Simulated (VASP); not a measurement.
# W4O in VASP: notebook

Runs on W4O. Level: PBE. Tasks: single point.

Program: VASP 6.6.1. These are calculated values, not measurements. Logs are shortened: lines on timing, memory, paths and dates and some standing lists are left out, and cuts for length are marked.

## (1) The cell of the first run

The cell holds a slab with vacuum, 5 atoms: a = 3.184 Å, b = 3.184 Å, c = 20.143 Å, α = 90.00°, β = 90.00°, γ = 90.00°.

## (2) Single point, PBE

File INCAR:

```
SYSTEM = W4O
  PREC = Accurate
  ENCUT = 520
  EDIFF = 1E-6
  ISMEAR = 0
  SIGMA = 0.1
  LREAL = .False.
  LASPH = .True.
  NELM = 100
  ALGO = Normal
  ISIF = 2
  LWAVE = .False.
  LCHARG = .False.
  LDIPOL = .True.
  IDIPOL = 3
  DIPOL = 0.5 0.5 0.354
  GGA = PE
  NBANDS = 39
```

File KPOINTS:

```
Automatic mesh
0
Gamma
  8 8 1
  0 0 0
```

File POSCAR:

```
W4O
1.0
    3.1836991688      0.0000000000      0.0000000000
    0.0000000000      3.1836991688      0.0000000000
    0.0000000000      0.0000000000     20.1425775749
W O
4 1
Direct
    0.5000000000      0.5000000000      0.1985843165
    0.0000000000      0.0000000000      0.2776134069
    0.5000000000      0.5000000000      0.3599451800
    0.0000000000      0.0000000000      0.4290700901
    0.0000000000      0.2500000000      0.5062577341
```

Potentials or basis: VASP PAW PBE potentials, release 64 (W_sv, O).

Started as:

```console
> cat potpaw_PBE.64/W_sv/POTCAR potpaw_PBE.64/O/POTCAR > POTCAR
> mpirun -np 1 vasp_std > vasp.out
```

OUTCAR:

```text
SYSTEM = W4O
   PREC = Accurate
   ENCUT = 520
   EDIFF = 1E-6
   ISMEAR = 0
   LREAL = .False.
   LASPH = .True.
   NELM = 100
   ISIF = 2
   GGA = PE

 ion  position               nearest neighbor table
   1  0.500  0.500  0.199-   2 2.76   2 2.76   2 2.76   2 2.76   3 3.25
   2  0.000  0.000  0.278-   1 2.76   1 2.76   1 2.76   1 2.76   3 2.80   3 2.80   3 2.80   3 2.80
                             4 3.05
   3  0.500  0.500  0.360-   4 2.65   4 2.65   4 2.65   4 2.65   2 2.80   2 2.80   2 2.80   2 2.80
                             1 3.25
   4  0.000  0.000  0.429-   5 1.75   3 2.65   3 2.65   3 2.65   3 2.65   2 3.05
   5  0.000  0.250  0.506-   4 1.75

  LATTYP: Found a simple tetragonal cell.
 ALAT       =     3.1836991688
 C/A-ratio  =     6.3267841925

  Lattice vectors:

 A1 = (   3.1836991688,   0.0000000000,   0.0000000000)
 A2 = (   0.0000000000,   3.1836991688,   0.0000000000)
 A3 = (   0.0000000000,   0.0000000000,  20.1425775749)

Analysis of symmetry for initial positions (statically):
=====================================================================
 Subroutine PRICEL returns:
 Original cell was already a primitive cell.

 Routine SETGRP: Setting up the symmetry group for a
 simple tetragonal supercell.

 Subroutine GETGRP returns: Found  2 space group operations
 (whereof  2 operations were pure point group operations)
 out of a pool of 16 trial point group operations.

The static configuration has the point symmetry C_1h.

Analysis of symmetry for dynamics (positions and initial velocities):
=====================================================================
 Subroutine PRICEL returns:
 Original cell was already a primitive cell.

 Routine SETGRP: Setting up the symmetry group for a
 simple tetragonal supercell.

 Subroutine GETGRP returns: Found  2 space group operations
 (whereof  2 operations were pure point group operations)
 out of a pool of 16 trial point group operations.

The dynamic configuration has the point symmetry C_1h.

 Subroutine INISYM returns: Found  2 space group operations
 (whereof  2 operations are pure point group operations),
 and found     1 'primitive' translations

----------------------------------------------------------------------------------------

                                     Primitive cell

  volume of cell :     204.1640

  direct lattice vectors                    reciprocal lattice vectors
     3.183699169  0.000000000  0.000000000     0.314100029  0.000000000  0.000000000
     0.000000000  3.183699169  0.000000000     0.000000000  0.314100029  0.000000000
     0.000000000  0.000000000 20.142577575     0.000000000  0.000000000  0.049646079

  length of vectors
     3.183699169  3.183699169 20.142577575     0.314100029  0.314100029  0.049646079

  position of ions in fractional coordinates (direct lattice)
     0.500000000  0.500000000  0.198584317
     0.000000000  0.000000000  0.277613407
     0.500000000  0.500000000  0.359945180
     0.000000000  0.000000000  0.429070090
     0.000000000  0.250000000  0.506257734

  ion indices of the primitive-cell ions
   primitive index   ion index
                 1           1
                 2           2
                 3           3
                 4           4
                 5           5

----------------------------------------------------------------------------------------

 KPOINTS: Automatic mesh

Automatic generation of k-mesh.
 Grid dimensions read from file:
 generate k-points for:    8    8    1

 Generating k-lattice:

  Cartesian coordinates                     Fractional coordinates (reciprocal lattice)
     0.039262504  0.000000000  0.000000000     0.125000000  0.000000000  0.000000000
     0.000000000  0.039262504  0.000000000     0.000000000  0.125000000  0.000000000
     0.000000000  0.000000000  0.049646079     0.000000000  0.000000000  1.000000000

  Length of vectors
     0.039262504  0.039262504  0.049646079

  Shift w.r.t. Gamma in fractional coordinates (k-lattice)
     0.000000000  0.000000000  0.000000000

 Subroutine IBZKPT returns following result:
 ===========================================

 Found     25 irreducible k-points:

 Following reciprocal coordinates:
            Coordinates               Weight
  0.000000  0.000000  0.000000      1.000000
  0.125000  0.000000  0.000000      2.000000
  0.000000  0.125000  0.000000      2.000000
  0.250000  0.000000  0.000000      2.000000
  0.000000  0.250000  0.000000      2.000000
  0.375000  0.000000  0.000000      2.000000
[... 16 lines left out ...]
  0.500000  0.375000  0.000000      2.000000
 -0.375000  0.500000  0.000000      2.000000
   k-points           NKPTS =     25   k-points in BZ     NKDIM =     25   number of bands    NBANDS=     39
   number of dos      NEDOS =    301   number of ions     NIONS =      5
   total plane-waves  NPLWV =  86400
   dimension x,y,z NGX =    24 NGY =   24 NGZ =  150
   dimension x,y,z NGXF=    48 NGYF=   48 NGZF=  300
   ions per type =               4   1
   NGX,Y,Z   is equivalent  to a cutoff of  12.53, 12.53, 12.38 a.u.
   NGXF,Y,Z  is equivalent  to a cutoff of  25.06, 25.06, 24.76 a.u.
 SYSTEM =  W4O
   PREC   = accura    normal or accurate (medium, high low for compatibility)
   ISTART =      0    job   : 0-new  1-cont  2-samecut
   ICHARG =      2    charge: 1-file 2-atom 10-const
   ISPIN  =      1    spin polarized calculation?
   LNONCOLLINEAR =      F non collinear calculations
   LSORBIT =      F    spin-orbit coupling
   LASPH  =      T    aspherical Exc in radial PAW
   ENCUT  =  520.0 eV  38.22 Ry    6.18 a.u.   5.92  5.92 37.45*2*pi/ulx,y,z
   NELM   =    100;   NELMIN=  2; NELMDL= -5     # of ELM steps
   EDIFF  = 0.1E-05   stopping-criterion for ELM
   LREAL  =      F    real-space projection
   EDIFFG = 0.1E-04   stopping-criterion for IOM
   NSW    =      0    number of steps for IOM
   IBRION =     -1    ionic relax: 0-MD 1-quasi-New 2-CG
   NFREE  =      0    steps in history (QN), initial steepest desc. (CG)
   ISIF   =      2    stress and relaxation
   ISYM   =      2    0-nonsym 1-usesym 2-fastsym
   POTIM  = 0.5000    time-step for ionic-motion
   TEBEG  =    0.0;   TEEND  =   0.0 temperature during run
   PSTRESS=    0.0 pullay stress
   NELECT =      62.0000    total number of electrons
   NUPDOWN=      -1.0000    fix difference up-down
   EMIN   =  10.00;   EMAX   =-10.00  energy-range for DOS
   EFERMI =   0.00;   METHOD = LEGACY
   ISMEAR =     0;   SIGMA  =   0.10  broadening in eV -4-tet -1-fermi 0-gaus
   EFERMI_NEDOS =   21; number of points for ismear=-14 and -15
   IALGO  =     38    algorithm
   IMIX   =      4    mixing-type and parameters
     AMIX     =   0.40;   BMIX     =  1.00
     AMIX_MAG =   1.60;   BMIX_MAG =  1.00
  volume/ion in A,a.u.               =      40.83       275.55
  Fermi-wavevector in a.u.,A,eV,Ry     =   1.100388  2.079431 16.474654  1.210853
  Thomas-Fermi vector in A             =   2.236798
   LORBIT       =      0    0 simple, 1 ext, 2 COOP (PROOUT), +10 PAW based schemes
   GGA     = PE    functional components
   LHFCALC =     F    Hartree Fock is set to
   AEXX    =    0.0000 exact exchange contribution
   IVDW    =     0    specifies the selected vdW correction
   LEPSILON=     F    determine dielectric tensor
   LRPA    =     F    only Hartree local field effects (RPA)
 non-spin polarized calculation
 Gauss-broadening in eV      SIGMA  =   0.10
  energy-cutoff  :      520.00
  volume of cell :      204.16
 maximum number of plane-waves:      5576
   NGX = 11   NGY = 11   NGZ = 75

 dipolmoment           0.000000      0.000000     -0.024455 electrons x Angstroem

 number of electron      61.9999986 magnetization

 dipolmoment           0.000000      0.000000      0.194530 electrons x Angstroem

 Free energy of the ion-electron system (eV)
  ---------------------------------------------------
  ext. energy  EPLUGINS =         0.00000000
  ---------------------------------------------------
  free energy    TOTEN  =       -54.50632952 eV

  energy without entropy =      -54.47314400  energy(sigma->0) =      -54.48973676

 E-fermi :  -0.2586     XC(G=0):  -5.7508

 val. band max:       -0.2607620854   @ k =   0.0000   0.3750   0.0000
 cond. band min:      -0.2450240040   @ k =   0.3750   0.0000   0.0000
 fundamental gap:      0.0157380814
 Fermi energy:        -0.2586306315

 k-point     1 :       0.0000    0.0000    0.0000
  band No.  band energies     occupation
      1     -74.2400      2.00000
      2     -74.1419      2.00000
      3     -74.0369      2.00000
      4     -73.7874      2.00000
      5     -38.9013      2.00000
      6     -38.5882      2.00000
[... 31 lines left out ...]
     38       2.6823      0.00000
     39       3.0082      0.00000

 k-point     2 :       0.1250    0.0000    0.0000
  band No.  band energies     occupation
      1     -74.2359      2.00000
      2     -74.1365      2.00000
      3     -74.0393      2.00000
      4     -73.7898      2.00000
      5     -38.9195      2.00000
      6     -38.6384      2.00000
[... 31 lines left out ...]
     38       2.2808      0.00000
     39       2.6620      0.00000

 k-point     3 :       0.0000    0.1250    0.0000
  band No.  band energies     occupation
      1     -74.2359      2.00000
      2     -74.1365      2.00000
      3     -74.0393      2.00000
      4     -73.7898      2.00000
      5     -38.9297      2.00000
      6     -38.6453      2.00000
[... 31 lines left out ...]
     38       2.3230      0.00000
     39       2.8038      0.00000

 k-point     4 :       0.2500    0.0000    0.0000
  band No.  band energies     occupation
      1     -74.2261      2.00000
      2     -74.1218      2.00000
      3     -74.0469      2.00000
      4     -73.7959      2.00000
      5     -38.9727      2.00000
      6     -38.7029      2.00000
[... 31 lines left out ...]
     38       2.4204      0.00000
     39       2.8482      0.00000
[... 754 lines left out ...]
     38       3.2010      0.00000
     39       3.4450      0.00000

 k-point    23 :       0.5000    0.3750    0.0000
  band No.  band energies     occupation
      1     -74.2051      2.00000
      2     -74.0740      2.00000
      3     -74.0705      2.00000
      4     -73.7978      2.00000
      5     -39.0013      2.00000
      6     -38.8620      2.00000
[... 31 lines left out ...]
     38       3.3300      0.00000
     39       3.4689      0.00000

 k-point    24 :      -0.3750    0.5000    0.0000
  band No.  band energies     occupation
      1     -74.2050      2.00000
      2     -74.0740      2.00000
      3     -74.0705      2.00000
      4     -73.7978      2.00000
      5     -39.0081      2.00000
      6     -38.8745      2.00000
[... 31 lines left out ...]
     38       3.2888      0.00000
     39       3.7088      0.00000

 [... further k-points ...]

------------------------ aborting loop because EDIFF is reached ----------------------------------------

 vacuum level on the upper side and lower side of the slab       (xc-potential included)         1.565        -1.857

  FORCE on cell =-STRESS in cart. coord.  units (eV):
  Direction    XX          YY          ZZ          XY          YZ          ZX
  --------------------------------------------------------------------------------------
  -------------------------------------------------------------------------------------
  Total       -1.6858099     -3.7934941      2.1877120      0.0000000      1.0810750      0.0000000
  in kB      -13.2293983    -29.7694562     17.1680766      0.0000000      8.4837396      0.0000000
  external PRESSURE =      -8.6102593 kB  Pullay stress =       0.0000000 kB

 VOLUME and BASIS-vectors are now :
 -----------------------------------------------------------------------------
  energy-cutoff  :      520.00
  volume of cell :      204.16
      direct lattice vectors                 reciprocal lattice vectors
     3.183699169  0.000000000  0.000000000     0.314100029  0.000000000  0.000000000
     0.000000000  3.183699169  0.000000000     0.000000000  0.314100029  0.000000000
     0.000000000  0.000000000 20.142577575     0.000000000  0.000000000  0.049646079

 POSITION                                       TOTAL-FORCE (eV/Angst)
 -----------------------------------------------------------------------------------
      1.59185      1.59185      4.00000         0.000000     -0.117099      1.966628
      0.00000      0.00000      5.59185         0.000000      0.213489     -2.208819
      1.59185      1.59185      7.25022         0.000000     -0.774500     -2.778718
      0.00000      0.00000      8.64258         0.000000      0.606229      2.529805
      0.00000      0.79592     10.19734         0.000000      0.071881      0.491103
 -----------------------------------------------------------------------------------
    total drift:                                0.000000     -0.000056     -0.000654

  FREE ENERGIE OF THE ION-ELECTRON SYSTEM (eV)
  ---------------------------------------------------
  free  energy   TOTEN  =       -54.5063295200 eV

  energy  without entropy=      -54.4731440001  energy(sigma->0) =      -54.48973676

 vacuum level on the upper side and lower side of the slab         7.287         3.768
```

Run time: 3.2 min. Hardware: 1 thread of Intel Xeon 6975P-C (Granite Rapids), shared host; peak memory 0.36 GiB.

Results:

```
Free energy            : -54.5063 eV
Largest force          : 2.885 eV/Å
Band gap on the k mesh : zero (bands 31 and 32 overlap by 2.06 eV)
```

Forces in eV/Å, atoms in the order of the input:
```
W    0.000 -0.117  1.967
W    0.000  0.213 -2.209
W    0.000 -0.774 -2.779
W    0.000  0.606  2.530
O    0.000  0.072  0.491
```

Caveat: spin-orbit coupling is left out, which moves the levels of the heavy elements.

## (3) Single point, PBE

File INCAR:

```
SYSTEM = W4O
ALGO = Normal
DIPOL = 0.5 0.5 0.349
EDIFF = 1E-6
ENCUT = 520
GGA = PE
IDIPOL = 3
ISIF = 2
ISMEAR = 0
LASPH = .TRUE.
LCHARG = .TRUE.
LDIPOL = .TRUE.
LELF = .TRUE.
LREAL = .FALSE.
LVACPOTAV = .TRUE.
LVHAR = .TRUE.
LWAVE = .FALSE.
NBANDS = 39
NELM = 60
PREC = Accurate
SIGMA = 0.1
```

File KPOINTS:

```
k-points
0
G
  8 8 1
  0 0 0
```

Edit POSCAR of step 2 so:

```diff
@@ -12,2 +12,2 @@
     0.0000000000      0.0000000000      0.4290700901
-    0.0000000000      0.2500000000      0.5062577341
+    0.2500000000      0.5000000000      0.4784017470
```

Potentials or basis: VASP PAW PBE potentials, release 64 (W_sv, O).

Started as:

```console
> cat potpaw_PBE.64/W_sv/POTCAR potpaw_PBE.64/O/POTCAR > POTCAR
> mpirun -np 1 vasp_std > vasp.out
```

Wall time 2.2 min (1 thread of Intel Xeon 6975P-C (Granite Rapids), shared host); peak memory 0.36 GiB.

Results (log left out):

```
Free energy            : -54.4637 eV
Largest force          : 2.172 eV/Å
Band gap on the k mesh : zero (bands 31 and 32 overlap by 1.53 eV)
```

Forces in eV/Å, atoms in the order of the input:
```
W   -0.141  0.000  2.167
W    0.293  0.000 -1.888
W   -1.226  0.000 -1.595
W    1.629  0.000  1.197
O   -0.555  0.000  0.119
```

Levels at points of the mesh, in eV from the Fermi level:
```
           k point  band 29  band 30  band 31  band 32  band 33  band 34
(0.00, 0.00, 0.00)    -0.86    -0.52    -0.28    -0.14     0.03     0.62
(0.50, 0.00, 0.00)    -0.90    -0.26    -0.13     0.43     0.54     1.23
(0.00, 0.50, 0.00)    -0.97    -0.66    -0.36     0.22     0.82     1.53
(0.50, 0.50, 0.00)    -1.23     0.26     1.35     1.84     1.93     2.02
```

Caveat: spin-orbit coupling is left out, which moves the levels of the heavy elements.
